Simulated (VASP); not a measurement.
# K (Fm-3m) in VASP: notebook, part 2 of 2

VASP 6.6.1. Earlier steps stand in the parts before.

## 3. Single point, RPBE, collinear spin, ferromagnetic start

File INCAR:

```
SYSTEM = K
  PREC = Accurate
  ENCUT = 520
  EDIFF = 1E-6
  ISMEAR = 1
  SIGMA = 0.05
  LREAL = .False.
  LASPH = .True.
  NELM = 150
  ALGO = Normal
  ISIF = 2
  LWAVE = .False.
  LCHARG = .False.
  ISPIN = 2
  MAGMOM = 0.04
  LORBIT = 11
  GGA = RP
  NBANDS = 14
```

File KPOINTS:

```
Automatic mesh
0
Gamma
  7 7 7
  0 0 0
```

File POSCAR:

```
K
1.0
    4.7968325400      0.0000000000      0.0000000000
    2.3984162700      4.1541788373      0.0000000000
    2.3984162700      1.3847262791      3.9165973682
K
1
Direct
    0.0000000000      0.0000000000      0.0000000000
```

Potentials or basis: VASP PAW PBE potentials, release 64 (K_sv).

Run with:

```
$ cat potpaw_PBE.64/K_sv/POTCAR > POTCAR
$ mpirun -np 1 vasp_std > vasp.out
```

OUTCAR:

```text
SYSTEM = K
   PREC = Accurate
   ENCUT = 520
   EDIFF = 1E-6
   ISMEAR = 1
   LREAL = .False.
   LASPH = .True.
   NELM = 150
   ISIF = 2
   ISPIN = 2
   LORBIT = 11
   GGA = RP

 ion  position               nearest neighbor table
   1  0.000  0.000  0.000-

  LATTYP: Found a face centered cubic cell.
 ALAT       =     6.7837456345

  Lattice vectors:

 A1 = (   4.7968325400,   0.0000000000,   0.0000000000)
 A2 = (   2.3984162700,   4.1541788373,   0.0000000000)
 A3 = (   2.3984162700,   1.3847262791,   3.9165973682)

Analysis of symmetry for initial positions (statically):
=====================================================================
 Subroutine PRICEL returns:
 Original cell was already a primitive cell.

 Routine SETGRP: Setting up the symmetry group for a
 face centered cubic supercell.

 Subroutine GETGRP returns: Found 48 space group operations
 (whereof 48 operations were pure point group operations)
 out of a pool of 48 trial point group operations.

The static configuration has the point symmetry O_h .

Analysis of symmetry for dynamics (positions and initial velocities):
=====================================================================
 Subroutine PRICEL returns:
 Original cell was already a primitive cell.

 Routine SETGRP: Setting up the symmetry group for a
 face centered cubic supercell.

 Subroutine GETGRP returns: Found 48 space group operations
 (whereof 48 operations were pure point group operations)
 out of a pool of 48 trial point group operations.

The dynamic configuration has the point symmetry O_h .

Analysis of structural, dynamic, and magnetic symmetry:
=====================================================================
 Subroutine PRICEL returns:
 Original cell was already a primitive cell.

 Routine SETGRP: Setting up the symmetry group for a
 face centered cubic supercell.

 Subroutine GETGRP returns: Found 48 space group operations
 (whereof 48 operations were pure point group operations)
 out of a pool of 48 trial point group operations.

The overall configuration has the point symmetry O_h .

 Subroutine INISYM returns: Found 48 space group operations
 (whereof 48 operations are pure point group operations),
 and found     1 'primitive' translations

----------------------------------------------------------------------------------------

                                     Primitive cell

  volume of cell :      78.0456

  direct lattice vectors                    reciprocal lattice vectors
     4.796832540  0.000000000  0.000000000     0.208470901 -0.120360731 -0.085107889
     2.398416270  4.154178837  0.000000000     0.000000000  0.240721461 -0.085107889
     2.398416270  1.384726279  3.916597368     0.000000000  0.000000000  0.255323666

  length of vectors
     4.796832540  4.796832540  4.796832540     0.255323666  0.255323666  0.255323666

  position of ions in fractional coordinates (direct lattice)
     0.000000000  0.000000000  0.000000000

  ion indices of the primitive-cell ions
   primitive index   ion index
                 1           1

----------------------------------------------------------------------------------------

 KPOINTS: Automatic mesh

Automatic generation of k-mesh.
 Grid dimensions read from file:
 generate k-points for:    7    7    7
[... 71 lines left out ...]
   NUPDOWN=      -1.0000    fix difference up-down
   EMIN   =  10.00;   EMAX   =-10.00  energy-range for DOS
   EFERMI =   0.00;   METHOD = LEGACY
   ISMEAR =     1;   SIGMA  =   0.05  broadening in eV -4-tet -1-fermi 0-gaus
   EFERMI_NEDOS =   21; number of points for ismear=-14 and -15
   IALGO  =     38    algorithm
   IMIX   =      4    mixing-type and parameters
     AMIX     =   0.40;   BMIX     =  1.00
     AMIX_MAG =   1.60;   BMIX_MAG =  1.00
  volume/ion in A,a.u.               =      78.05       526.68
  Fermi-wavevector in a.u.,A,eV,Ry     =   0.796843  1.505815  8.639139  0.634959
  Thomas-Fermi vector in A             =   1.903445
   LORBIT       =     11    0 simple, 1 ext, 2 COOP (PROOUT), +10 PAW based schemes
   GGA     = RP    functional components
   LHFCALC =     F    Hartree Fock is set to
   AEXX    =    0.0000 exact exchange contribution
   IVDW    =     0    specifies the selected vdW correction
   LEPSILON=     F    determine dielectric tensor
   LRPA    =     F    only Hartree local field effects (RPA)
 spin polarized calculation
 Methfessel and Paxton  Order N= 1 SIGMA  =   0.05
  energy-cutoff  :      520.00
  volume of cell :       78.05
 maximum number of plane-waves:      2126
   NGX = 17   NGY = 17   NGZ = 17

 number of electron       9.0000002 magnetization      -0.0015863

 number of electron       9.0000002 magnetization       0.0000098

 Free energy of the ion-electron system (eV)
  ---------------------------------------------------
  ext. energy  EPLUGINS =         0.00000000
  ---------------------------------------------------
  free energy    TOTEN  =        -0.94808121 eV

  energy without entropy =       -0.94777006  energy(sigma->0) =       -0.94797749

 E-fermi :  -0.0008     XC(G=0):  -5.3797

 val. band max:       -0.2995230353   @ k =   0.4286   0.2857  -0.0000
 cond. band min:       0.0176819081   @ k =  -0.2857   0.2857   0.0000
 fundamental gap:      0.3172049433
 Fermi energy:        -0.0008370098

 spin component 1

 k-point     1 :       0.0000    0.0000    0.0000
  band No.  band energies     occupation
      1     -32.4003      1.00000
      2     -15.8123      1.00000
      3     -15.8123      1.00000
      4     -15.8123      1.00000
      5      -2.1903      1.00000
      6       4.0721      0.00000
      7       4.0721      0.00000
      8       4.0721      0.00000
      9       5.2884      0.00000
     10       5.2884      0.00000
     11       6.8394      0.00000
     12       8.0181      0.00000
     13       8.0181      0.00000
     14       8.0181      0.00000
[... 308 lines left out ...]
  band No.  band energies     occupation
      1     -32.3968      1.00000
      2     -15.8485      1.00000
      3     -15.8453      1.00000
      4     -15.8293      1.00000
      5       1.0481      0.00000
      6       1.4983      0.00000
      7       1.6210      0.00000
      8       3.2136      0.00000
      9       5.1876      0.00000
     10       5.7737      0.00000
     11       6.2248      0.00000
     12       6.4184      0.00000
     13       7.2259      0.00000
     14       9.1327      0.00000
 Fermi energy:        -0.0008370098

 spin component 2

 k-point     1 :       0.0000    0.0000    0.0000
  band No.  band energies     occupation
      1     -32.4002      1.00000
      2     -15.8122      1.00000
      3     -15.8122      1.00000
      4     -15.8122      1.00000
      5      -2.1902      1.00000
      6       4.0722      0.00000
      7       4.0722      0.00000
      8       4.0722      0.00000
      9       5.2885      0.00000
     10       5.2885      0.00000
     11       6.8397      0.00000
     12       8.0182      0.00000
     13       8.0182      0.00000
     14       8.0182      0.00000
[... 309 lines left out ...]
      1     -32.3966      1.00000
      2     -15.8484      1.00000
      3     -15.8452      1.00000
      4     -15.8293      1.00000
      5       1.0482      0.00000
      6       1.4984      0.00000
      7       1.6211      0.00000
      8       3.2137      0.00000
      9       5.1877      0.00000
     10       5.7738      0.00000
     11       6.2249      0.00000
     12       6.4185      0.00000
     13       7.2260      0.00000
     14       9.1328      0.00000

------------------------ aborting loop because EDIFF is reached ----------------------------------------

  FORCE on cell =-STRESS in cart. coord.  units (eV):
  Direction    XX          YY          ZZ          XY          YZ          ZX
  --------------------------------------------------------------------------------------
  -------------------------------------------------------------------------------------
  Total        0.0399814      0.0399814      0.0399814      0.0000000      0.0000000      0.0000000
  in kB        0.8207672      0.8207672      0.8207672      0.0000000      0.0000000      0.0000000
  external PRESSURE =       0.8207672 kB  Pullay stress =       0.0000000 kB

 VOLUME and BASIS-vectors are now :
 -----------------------------------------------------------------------------
  energy-cutoff  :      520.00
  volume of cell :       78.05
      direct lattice vectors                 reciprocal lattice vectors
     4.796832540  0.000000000  0.000000000     0.208470901 -0.120360731 -0.085107889
     2.398416270  4.154178837  0.000000000     0.000000000  0.240721461 -0.085107889
     2.398416270  1.384726279  3.916597368     0.000000000  0.000000000  0.255323666

 POSITION                                       TOTAL-FORCE (eV/Angst)
 -----------------------------------------------------------------------------------
      0.00000      0.00000      0.00000         0.000000      0.000000      0.000000
 -----------------------------------------------------------------------------------
    total drift:                               -0.000000     -0.000000     -0.000000

  FREE ENERGIE OF THE ION-ELECTRON SYSTEM (eV)
  ---------------------------------------------------
  free  energy   TOTEN  =        -0.9480812065 eV

  energy  without entropy=       -0.9477700634  energy(sigma->0) =       -0.94797749

 total charge

# of ion       s       p       d       tot
------------------------------------------
    1        1.980   5.589   0.004   7.573

 magnetization (x)

# of ion       s       p       d       tot
------------------------------------------
    1        0.000   0.000   0.000   0.000
```

Run time: 77 s. Hardware: 1 thread of AMD EPYC 7R13, shared host; peak memory 0.21 GiB.

Results:

```
Free energy                                           : -0.9481 eV
Pressure                                              : 0.1 GPa
Net moment                                            : 0.00 μB per cell
Valence electrons inside the program's atomic spheres : K 7.57
```

Levels at points of the mesh, in eV from the Fermi level:
Spin up:
| k point | band 3 | band 4 | band 5 | band 6 | band 7 | band 8 |
| --- | --- | --- | --- | --- | --- | --- |
| (0.00, 0.00, 0.00) | -15.81 | -15.81 | -2.19 | 4.07 | 4.07 | 4.07 |
Spin down:
| k point | band 1 | band 2 | band 3 | band 4 | band 5 | band 6 | band 7 | band 8 | band 9 | band 10 |
| --- | --- | --- | --- | --- | --- | --- | --- | --- | --- | --- |
| (0.00, 0.00, 0.00) | -32.40 | -15.81 | -15.81 | -15.81 | -2.19 | 4.07 | 4.07 | 4.07 | 5.29 | 5.29 |

Caveat: the PAW data sets were made with another functional, which shifts forces and pressure a little.
